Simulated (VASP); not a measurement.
# ZrN: single point with PBEsol

ZrN:

```
CELL_PARAMETERS angstrom
0.00000 2.30000 2.30000
2.30000 0.00000 2.30000
2.30000 2.30000 0.00000
ATOMIC_POSITIONS crystal
Zr 0.50000 0.50000 0.50000
N 0.00000 0.00000 0.00000
```

- Program: VASP 6.6.1
- Task: single point
- Functional: PBEsol
- Potentials or basis: VASP PAW PBE potentials, release 64 (Zr_sv, N)
- Cutoff: 600 eV
- k mesh: 10 × 10 × 10
- Occupations: methfessel-paxton, width 0.05 eV
- Spin: no spin polarisation

The pressure is -7.6 GPa.

Levels at points of the mesh, in eV from the Fermi level:
```
           k point  band 6  band 7  band 8  band 9  band 10  band 11  band 12  band 13
(0.00, 0.00, 0.00)   -2.66   -2.66   -2.66   -0.44    -0.44    -0.44     1.53     1.53
(0.50, 0.00, 0.00)   -7.67   -5.68   -5.68    2.97     3.04     3.04     4.63     7.64
(0.50, 0.50, 0.00)   -4.59   -3.50   -3.17   -3.17     3.32     4.49     4.49     4.87
```

It took 55 s on 1 thread of AMD EPYC 7R13, on a shared host, peak memory 0.14 GiB.

Caveat: the PAW data sets were made with another functional, which shifts forces and pressure a little.
